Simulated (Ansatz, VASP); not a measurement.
Cs2Au in VASP and in Ansatz

```
Cs Au
1.0
     0.00000    4.26065    4.26065
     4.26065    0.00000    4.26065
     4.26065    4.26065    0.00000
Cs Au
2 1
Cartesian
  0.0000 0.0000 0.0000
  2.1303 2.1303 2.1303
  6.3910 6.3910 6.3910
```

Alike in both runs: functional PBE; k mesh 4 × 4 × 4; occupations gaussian, width 0.1 eV; no spin polarisation.

Ansatz relaxed the structure, and its values are those at the end. VASP's run is a single point on that final structure, the one shown.

|  | VASP | Ansatz |
| --- | --- | --- |
| version | VASP 6.6.1 | Ansatz 0.2.0 |
| potentials or method | VASP PAW PBE potentials, release 64 (Cs_sv, Au), cutoff 520 eV | scalar-relativistic, plane waves, PAW |
| valence electrons in the cell | 29 | 37 |

|  | VASP | Ansatz | Ansatz less VASP |
| --- | --- | --- | --- |
| gap on the k mesh at the Fermi level (eV) | none | none | - |
| pressure (GPa) | 0.4 | 0.3 | -0.03 |

A gap of «none» marks a metal or a gap that the smearing closes. VASP's potentials hold 29 valence electrons a cell and Ansatz's 37, so a difference there can come from the potentials and not from the codes.

Spin-orbit coupling is off throughout.
